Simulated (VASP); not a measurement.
NiO, 2 atoms in the cell. It takes space group F-43m (No. 216, cubic). Conventional cell: a = 4.567 Å, b = 4.567 Å, c = 4.567 Å, α = 90.00°, β = 90.00°, γ = 90.00°. Ni (site symmetry -43m) has 4 O at 1.98 Å within 2.6 Å. Within 2.6 Å of O (site symmetry -43m) lie 4 Ni at 1.98 Å. 

| Property | Result |
| --- | --- |
| Program | VASP 6.6.1 |
| Task | single point |
| Functional | r2SCAN0 |
| Potentials or basis | VASP PAW PBE potentials, release 64 (Ni, O) |
| Cutoff | 520 eV |
| k mesh | 5 × 5 × 5 |
| Occupations | fermi-dirac, width 0.05 eV |
| Spin | collinear spin, ferromagnetic start |
| Starting moments | [1.0, 0.0] μB |
| Dipole correction | no |
| Grid for exact exchange (PRECFOCK) | Normal |
| Further INCAR settings | ALGO = Normal; EDIFF = 1e-07; NBANDS = 19 |
| Share of exact exchange | 0.25 |

Potentials or basis: VASP PAW PBE potentials, release 64 (Ni, O).

Run with:

```sh
$ cat potpaw_PBE.64/Ni/POTCAR potpaw_PBE.64/O/POTCAR > POTCAR
$ cp INCAR.step1 INCAR
$ mpirun -np 1 vasp_std > vasp.out
$ cp INCAR.step2 INCAR
$ mpirun -np 1 vasp_std > vasp.out
```

Hardware: 1 thread of Intel Xeon 8259CL (shared host).

Task: Estimate the wall time of this run.

Result: Run time: 58 min on 1 thread of Intel Xeon 8259CL (shared host), peak memory 0.17 GiB. Counts: k points 10.
